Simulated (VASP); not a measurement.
A run of VASP 6.6.1:

INCAR

```
PREC = Accurate
ENCUT = 520
EDIFF = 1E-6
ISMEAR = 0
SIGMA = 0.1
LREAL = F
LASPH = T
NELM = 60
ALGO = Normal
ISIF = 2
LWAVE = F
LCHARG = T
GGA = PE
LELF = T
LVHAR = T
NBANDS = 22
```

The input KPOINTS:

```
Automatic mesh
0
Gamma
  6 6 4
```

POSCAR

```
KGeO
1.0
    3.9394819500      0.0000000000      0.0000000000
   -1.9697409700      3.4116914400      0.0000000000
    0.0000000000      0.0000000000      5.9001423800
K Ge O
1 1 1
Direct
    0.0000000000      0.0000000000      0.2488386000
    0.0000000000      0.0000000000      0.6178873700
    0.0000000000      0.0000000000      0.9557583400
```

Potentials or basis: VASP PAW PBE potentials, release 64 (K_sv, Ge_d, O).

Run with:

```bash
$ cat potpaw_PBE.64/K_sv/POTCAR potpaw_PBE.64/Ge_d/POTCAR potpaw_PBE.64/O/POTCAR > POTCAR
$ mpirun -np 1 vasp_std > vasp.out
```

Hardware: 1 thread of Intel(R) Xeon(R) Platinum 8175M CPU @ 2.50GHz (Skylake/Cascade Lake) (shared host).

Question: Estimate the wall time of this run.

Answer: It took 47 s on 1 thread of Intel(R) Xeon(R) Platinum 8175M CPU @ 2.50GHz (Skylake/Cascade Lake), with other jobs on the host, peak memory 0.2 GiB. Counts: scf iterations 15, k points 21.
